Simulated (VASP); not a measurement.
A run of VASP 6.6.1 is set up as follows.

INCAR

```
SYSTEM = CsMgBiO3
ALGO = Normal ; EDIFF = 1E-7
ENCUT = 520 ; GGA = PE
ISIF = 2 ; ISMEAR = -1
KPAR = 4 ; LASPH = .True.
LCHARG = .False. ; LREAL = .False.
LWAVE = .False. ; NBANDS = 31
NELM = 100 ; PREC = Accurate
SIGMA = 0.05
```

Contents of KPOINTS:

```
k-points
0
Gamma
  9 9 9
  0 0 0
```

POSCAR

```
CsMgBiO3
1.0
    3.2305168867      1.8651397941      3.7970092083
   -3.2305168867      1.8651397941      3.7970092083
    0.0000000000     -3.7302795883      3.7970092083
Bi Cs Mg O
1 1 1 3
Direct
    0.5589640000      0.5610120000      0.5647610000
    0.9123960000      0.9229450000      0.9136920000
    0.3025430000      0.3038630000      0.2952010000
    0.9837550000      0.4948590000      0.4886160000
    0.4888060000      0.4865300000      0.9877500000
    0.4825910000      0.9795620000      0.4935010000
```

Potentials or basis: VASP PAW PBE potentials, release 64 (Bi_d, Cs_sv, Mg, O).

The run is started by

```console
$ cat potpaw_PBE.64/Bi_d/POTCAR potpaw_PBE.64/Cs_sv/POTCAR potpaw_PBE.64/Mg/POTCAR potpaw_PBE.64/O/POTCAR > POTCAR
$ mpirun -np 4 vasp_std > vasp.out
```

Q: Predict the band gap on the k mesh.

A: 2.51 eV.

Q: Predict the pressure.

A: -0.3 GPa.

Q: Predict the largest force.

A: 1.160 eV/Å.

Forces on the atoms (eV/Å):
```
Bi   0.174  0.095  0.985
Cs   0.071 -0.032 -0.052
Mg  -0.016 -0.876 -0.100
O   -0.387 -0.251 -0.381
O    0.008  1.137 -0.231
O    0.149 -0.071 -0.221
```

Caveat: spin-orbit coupling is left out, which moves the levels of the heavy elements; an odd mesh through Γ misses points on the zone boundary, where band edges can lie; forces of over 1 eV/Å act on the atoms, so gaps and moduli don't describe the material at rest.
